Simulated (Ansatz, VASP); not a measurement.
# Two plane-wave programs on Au

File POSCAR:

```
Au
1.0
   -1.6376879824      1.6376879824      1.6786301820
    1.6376879824     -1.6376879824      1.6786301820
    1.6376879824      1.6376879824     -1.6786301820
Au
1
Direct
    0.0000000000      0.0000000000      0.0000000000
```

File INCAR.step1:

```
  PREC = Accurate
  ENCUT = 520
  ISMEAR = 0
  SIGMA = 0.15
  LREAL = F
  LASPH = T
  NELM = 60
  NBANDS = 12
  GGA = PE
  ALGO = Normal
  EDIFF = 1E-4
  LWAVE = T
  LCHARG = F
```

Contents of INCAR.step2:

```
  PREC = Accurate
  ENCUT = 520
  EDIFF = 1E-6
  ISMEAR = 0
  SIGMA = 0.15
  LREAL = F
  LASPH = T
  NELM = 60
  ALGO = Normal
  ISIF = 2
  LWAVE = F
  LCHARG = T
  METAGGA = R2SCAN
  LMIXTAU = T
  LELF = T
  LVHAR = T
  NBANDS = 12
  ISTART = 1
```

The input KPOINTS:

```
regular mesh
0
Gamma
  26 26 26
```

Input for Ansatz:

```yaml
crystal:
  lattice:
    - [-1.6376879824, 1.6376879824, 1.678630182]
    - [1.6376879824, -1.6376879824, 1.678630182]
    - [1.6376879824, 1.6376879824, -1.678630182]
  atoms:
    - { symbol: Au, position: [0.0, 0.0, 0.0] }
basis:
  ecutwfc: 500
kpoints:
  mp_grid: { grid: [26, 26, 26] }
hamiltonian:
  xc: r2scan
scf:
  occupations: { method: gaussian, width: 0.15 }
output:
  forces: true
  stress: true
  eigenvalues: true
```

Change from the starting cell: strain +0.000 along x and y, +0.025 along z, atoms carried along.

Alike in both runs: task single point; functional r2SCAN; k mesh 26 × 26 × 26; occupations gaussian, width 0.15 eV; no spin polarisation.

|  | VASP | Ansatz |
| --- | --- | --- |
| version | VASP 6.6.1 | Ansatz 0.2.0 |
| potentials or method | VASP PAW PBE potentials, release 64 (Au), cutoff 520 eV | scalar-relativistic, plane waves, PAW |
| valence electrons in the cell | 11 | 19 |

|  | VASP | Ansatz | Ansatz less VASP |
| --- | --- | --- | --- |
| gap on the k mesh at the Fermi level (eV) | none | none | - |
| pressure (GPa) | -3.0 | -3.3 | -0.23 |
| traceless stress, the component that is largest in VASP (GPa) | 0.17 | 0.17 | -0.006 |

VASP's potentials were made for PBE, not for r2SCAN. A gap of «none» marks a metal or a gap that the smearing closes. VASP's potentials hold 11 valence electrons a cell and Ansatz's 19, so a difference there can come from the potentials and not from the codes.

Neither program's run includes spin-orbit coupling.
